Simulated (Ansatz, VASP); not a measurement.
**Mg3Cd2Te3 in VASP and in Ansatz**

```
Mg Cd Te
1.0
     3.80588    2.19732    4.18488
    -3.80588    2.19732    4.18488
     0.00000   -4.39465    4.18488
Mg Cd Te
3 2 3
Direct
  0.24080 0.00000 0.75920
  0.75920 0.24080 0.00000
  0.00000 0.75920 0.24080
  0.67886 0.67886 0.67886
  0.32114 0.32114 0.32114
  0.16390 0.50000 0.83610
  0.83610 0.16390 0.50000
  0.50000 0.83610 0.16390
```

Change from the starting cell: species swapped into the Cr3Si2Mo3 type (R32, No. 155).

Alike in both runs: functional PBE; k mesh 3 × 3 × 3; occupations gaussian, width 0.2 eV; no spin polarisation.

Ansatz relaxed the structure, and its values are those at the end. VASP's run is a single point on that final structure, the one shown.

|  | VASP | Ansatz |
| --- | --- | --- |
| version | VASP 6.6.1 | Ansatz 0.2.0 |
| potentials or method | VASP PAW PBE potentials, release 64 (Mg, Cd, Te), cutoff 520 eV | scalar-relativistic, plane waves, PAW |
| valence electrons in the cell | 48 | 118 |

|  | VASP | Ansatz | Ansatz less VASP |
| --- | --- | --- | --- |
| gap on the k mesh at the Fermi level (eV) | none | none | - |
| pressure (GPa) | 0.1 | 0.1 | +0.01 |
| rms of the force components (eV/Å) | 0.006 | 0.006 | +0.0002 |

A gap of «none» marks a metal or a gap that the smearing closes. With one functional, cell and mesh, what is left measures potentials, basis and numerics. VASP's potentials hold 48 valence electrons a cell and Ansatz's 118, so a difference there can come from the potentials and not from the codes.

Spin-orbit coupling is off throughout.
